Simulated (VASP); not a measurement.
**Ga: single point with PBE**

The system is Ga.

```
CELL_PARAMETERS angstrom
2.47179 0.00000 0.00000
-1.23589 2.14063 0.00000
0.00000 0.00000 4.18971
ATOMIC_POSITIONS crystal
Ga 0.33333 0.66667 0.25000
Ga 0.66667 0.33333 0.75000
```

- Program: VASP 6.6.1
- Task: single point
- Functional: PBE
- Potentials or basis: VASP PAW PBE potentials, release 64 (Ga_d)
- Cutoff: 520 eV
- k mesh: 14 × 14 × 8
- Occupations: fermi-dirac, width 0.1 eV
- Spin: no spin polarisation
- Dipole correction: no
- Further INCAR settings: ALGO = Normal; EDIFF = 1e-07; NBANDS = 20

```json
{
  "Pressure": "97.6 GPa",
  "Band gap on the k mesh": "zero (band 13 reaches 18.00 eV, above the bottom of band 14 at 8.32 eV)"
}
```

Stress tensor (GPa, compression positive):
```
97.64  0.00  0.00
 0.00 97.64  0.00
 0.00  0.00 97.56
```

Levels at points of the mesh, in eV from the Fermi level:
```tsv
k point	band 9	band 10	band 11	band 12	band 13	band 14	band 15	band 16	band 17	band 18
(0.00, 0.00, 0.00)	-15.93	-15.57	-15.57	-7.77	-6.26	15.61	15.61	17.00	17.41	17.75
(0.50, 0.00, 0.00)	-15.48	-15.43	-7.80	-7.20	0.41	0.45	2.41	3.09	7.14	12.24
(0.00, 0.00, 0.50)	-15.70	-15.70	-14.06	-14.06	4.09	4.09	17.54	17.54	17.54	17.54
(0.50, 0.00, 0.50)	-15.45	-15.45	-6.36	-6.36	-3.97	-3.97	9.75	9.75	10.40	10.40
```

Run time: 29 s on 1 thread of Intel(R) Xeon(R) Platinum 8488C (Sapphire Rapids) (shared host), peak memory 0.16 GiB.
